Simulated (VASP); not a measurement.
## HW8C8O: single point with r2SCAN

The system is HW8C8O, a slab with vacuum.

```xyz
18
Lattice="5.8016 0.0000 0.0000 -2.9008 5.0243 0.0000 0.0000 0.0000 17.2443" Properties=species:S:1:pos:R:3 pbc="T T T"
W     0.0000    0.0000    1.0000
W     0.0079    0.0011    3.8656
W    -1.4504    2.5122    1.0000
W    -1.4579    2.5166    3.8550
W     2.9008    0.0000    1.0000
W     2.8855    0.0168    3.8704
W     1.4504    2.5122    1.0000
W     1.4609    2.5040    3.8628
C     1.4960    0.8246    2.5032
C     1.4946    0.8074    5.0597
C    -0.0018    3.3551    2.4772
C    -0.0230    3.1517    5.3659
C     4.3491    0.8393    2.4638
C     4.5187    0.9154    5.2253
C     2.9072    3.3439    2.4354
C     2.9120    3.2932    4.9846
O    -0.7830    2.2628    5.7490
H     0.5165    1.3419    5.4314
```

- Program: VASP 6.6.1
- Task: single point
- Functional: r2SCAN
- Potentials or basis: VASP PAW PBE potentials, release 64 (W_sv, C, O, H)
- Cutoff: 520 eV
- k mesh: 2 × 2 × 1
- Occupations: fermi-dirac, width 0.05 eV
- Spin: no spin polarisation

The largest force is 8.686 eV/Å and the band gap on the k mesh is zero (an odd number of electrons rules out a gap without spin polarisation).

Forces in eV/Å, atoms in the order of the input:
```
W   -0.098  0.036  1.661
W    0.360 -1.360  0.553
W    0.133 -0.115  1.973
W   -0.533 -0.176 -2.910
W    0.119 -0.008  1.925
W   -0.036 -0.255  1.933
W   -0.172  0.074  1.661
W    1.242 -0.066 -0.011
C   -0.030  0.134 -2.624
C   -1.723  1.121  0.768
C    0.082  0.263 -2.119
C    3.628  3.740 -3.899
C   -0.042  0.068 -2.140
C   -0.413 -0.613 -2.179
C    0.107 -0.151 -2.448
C   -1.198  1.166 -0.143
O   -4.252 -1.953  7.318
H    2.829 -1.905  0.677
```

Levels at points of the mesh, in eV from the Fermi level:
| k point | band 74 | band 75 | band 76 | band 77 | band 78 | band 79 |
| --- | --- | --- | --- | --- | --- | --- |
| (0.00, 0.00, 0.00) | 0.03 | 0.08 | 0.14 | 0.25 | 0.88 | 1.25 |
| (0.50, 0.00, 0.00) | -0.99 | -0.87 | -0.26 | -0.13 | 0.81 | 1.11 |
| (0.00, 0.50, 0.00) | -1.05 | -0.91 | -0.33 | 0.21 | 0.88 | 1.12 |
| (0.50, 0.50, 0.00) | -1.18 | -0.89 | -0.59 | 0.74 | 1.05 | 1.18 |

It took 22 min on 1 thread of AMD EPYC 9R45 96-Core Processor (Zen 5), with other jobs on the host, peak memory 0.75 GiB.

Caveat: the k points lie up to 0.63 Å⁻¹ apart, too coarse for converged energies and pressures of a metal; there is no dipole correction, which matters where the two faces differ; the PAW data sets were made with another functional, which shifts forces and pressure a little; spin-orbit coupling is left out, which moves the levels of the heavy elements; an odd number of electrons without spin polarisation forces a metal; a magnetic or distorted state may lie lower.
